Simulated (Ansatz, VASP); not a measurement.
## One calculation of MoS, two programs

Contents of INCAR:

```
ALGO = Normal ; EDIFF = 1E-7
EDIFFG = -0.01 ; ENCUT = 600
GGA = PE ; IBRION = 2
ISIF = 3 ; ISMEAR = 0
LASPH = True ; LCHARG = False
LREAL = False ; LWAVE = False
NELM = 100 ; NSW = 100
PREC = Accurate ; SIGMA = 0.1
```

The input KPOINTS:

```
k-points
0
Gamma
  18 18 18
```

POSCAR

```
MoS
1.0
    3.0044988602      0.0000000000      0.0000000000
    0.0000000000      3.0044988602      0.0000000000
    0.0000000000      0.0000000000      3.0044988602
Mo S
1 1
Direct
    0.0000000000      0.0000000000      0.0000000000
    0.5000000000      0.5000000000      0.5000000000
```

Input for Ansatz:

```yaml
crystal:
  lattice:
    - [3.0044988602, 0.0, 0.0]
    - [0.0, 3.0044988602, 0.0]
    - [0.0, 0.0, 3.0044988602]
  atoms:
    - { symbol: Mo, position: [0.0, 0.0, 0.0] }
    - { symbol: S, position: [0.5, 0.5, 0.5] }
basis:
  ecutwfc: 420
kpoints:
  mp_grid: { grid: [18, 18, 18] }
hamiltonian:
  xc: pbe
scf:
  occupations: { method: gaussian, width: 0.1 }
output:
  forces: true
  stress: true
  eigenvalues: true
  write_density: true
  write_potential: true
  elf: true
  volumetric_format: npy
relax:
  adjacent_minimum: "off"
  f_tol: 0.01
  max_steps: 80
  cell: { stress_tol: 0.05 }
```

Change from the starting cell: species swapped into the MnPd type (P4/mmm, No. 123).

Alike in both runs: task relaxation of cell and atoms; functional PBE; k mesh 18 × 18 × 18; occupations gaussian, width 0.1 eV; no spin polarisation.

```csv
,VASP,Ansatz
version,VASP 6.6.1,Ansatz 0.2.0
potentials or method,"VASP PAW PBE potentials, release 64 (Mo_sv, S), cutoff 600 eV","scalar-relativistic, plane waves, PAW"
valence electrons in the cell,20,20
```

|  | VASP | Ansatz | Ansatz less VASP |
| --- | --- | --- | --- |
| gap on the k mesh at the Fermi level, each at its own relaxed structure (eV) | none | none | - |
| relaxed volume (Å³/atom) | 13.57 | 13.57 | -0.008 |
| relaxed cell length with the largest relative difference (Å) | 3.005 | 3.005 | -0.0006 |

A gap of «none» marks a metal or a gap that the smearing closes.
